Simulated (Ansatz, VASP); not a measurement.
# Two plane-wave programs on SnTe

```xyz
2
Lattice="2.2301 1.2875 3.6441 -2.2301 1.2875 3.6441 0.0000 -2.5751 3.6441" Properties=species:S:1:pos:R:3 pbc="T T T"
Sn    0.0000    0.0000   11.0440
Te    0.0000    0.0000    5.5841
```

Alike in both runs: task single point; functional r2SCAN; k mesh 12 × 12 × 12; occupations gaussian, width 0.02 eV; no spin polarisation.

```csv
,VASP,Ansatz
version,VASP 6.6.1,Ansatz 0.2.0
potentials or method,"VASP PAW PBE potentials, release 64 (Sn_d, Te), cutoff 520 eV","scalar-relativistic, plane waves, PAW"
valence electrons in the cell,20,30
```

|  | VASP | Ansatz | Ansatz less VASP |
| --- | --- | --- | --- |
| gap on the k mesh at the Fermi level (eV) | 0.04 | 0.04 | +0.002 |
| least direct gap on the mesh (eV) | 0.04 | 0.04 | +0.002 |
| pressure (GPa) | 1.4 | 1.4 | -0.01 |

VASP's potentials were made for PBE, not for r2SCAN. VASP's potentials hold 20 valence electrons a cell and Ansatz's 30, so a difference there can come from the potentials and not from the codes.

Spin-orbit coupling is off throughout.
